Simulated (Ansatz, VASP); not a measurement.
Li5Ge: VASP beside Ansatz

File INCAR:

```
SYSTEM = Li5Ge
ALGO = Normal ; EDIFF = 1E-7
ENCUT = 520 ; GGA = PE
ISIF = 2 ; ISMEAR = 0
LASPH = .TRUE. ; LCHARG = .FALSE.
LREAL = .FALSE. ; LWAVE = .FALSE.
NBANDS = 24 ; NELM = 100
PREC = Accurate ; SIGMA = 0.1
```

The input KPOINTS:

```
k-points
0
G
  4 4 4
  0 0 0
```

File POSCAR:

```
Li5Ge
1.0
    4.3070494000      0.0000000000      0.0000000000
    0.0000000000      4.3070494000      0.0000000000
    0.0000000000      0.0000000000      5.0280556700
Li Ge
5 1
Direct
    0.0000000000      0.5000000000      0.2142949000
    0.5000000000      0.0000000000      0.2142949000
    0.0000000000      0.5000000000      0.7857051000
    0.5000000000      0.0000000000      0.7857051000
    0.5000000000      0.5000000000      0.5000000000
    0.0000000000      0.0000000000      0.5000000000
```

Input for Ansatz:

```yaml
crystal:
  lattice:
    - [4.3070494, 0.0, 0.0]
    - [0.0, 4.3070494, 0.0]
    - [0.0, 0.0, 5.02805567]
  atoms:
    - { symbol: Li, position: [0.0, 0.5, 0.2142949] }
    - { symbol: Li, position: [0.5, 0.0, 0.2142949] }
    - { symbol: Li, position: [0.0, 0.5, 0.7857051] }
    - { symbol: Li, position: [0.5, 0.0, 0.7857051] }
    - { symbol: Li, position: [0.5, 0.5, 0.5] }
    - { symbol: Ge, position: [0.0, 0.0, 0.5] }
basis:
  ecutwfc: 420
kpoints:
  mp_grid: { grid: [4, 4, 4] }
hamiltonian:
  xc: pbe
scf:
  occupations: { method: gaussian, width: 0.1 }
  lower_state_search: "off"
output:
  forces: true
  stress: true
  eigenvalues: true
```

Alike in both runs: task single point; functional PBE; k mesh 4 × 4 × 4; occupations gaussian, width 0.1 eV; no spin polarisation.

|  | VASP | Ansatz |
| --- | --- | --- |
| version | VASP 6.6.1 | Ansatz 0.2.0 |
| potentials or method | VASP PAW PBE potentials, release 64 (Li_sv, Ge_d), cutoff 520 eV | scalar-relativistic, plane waves, PAW |
| valence electrons in the cell | 29 | 29 |

|  | VASP | Ansatz | Ansatz less VASP |
| --- | --- | --- | --- |
| gap on the k mesh at the Fermi level (eV) | none | none | - |
| rms of the force components (eV/Å) | 0.253 | 0.256 | +0.0036 |

Atom by atom the forces differ by 0.004 eV/Å (rms over components). A gap of «none» marks a metal or a gap that the smearing closes.

The k mesh is coarse, so the values compare programs but aren't converged. Noted on VASP's run: the cutoff is short for stress, so the pressure is rough.
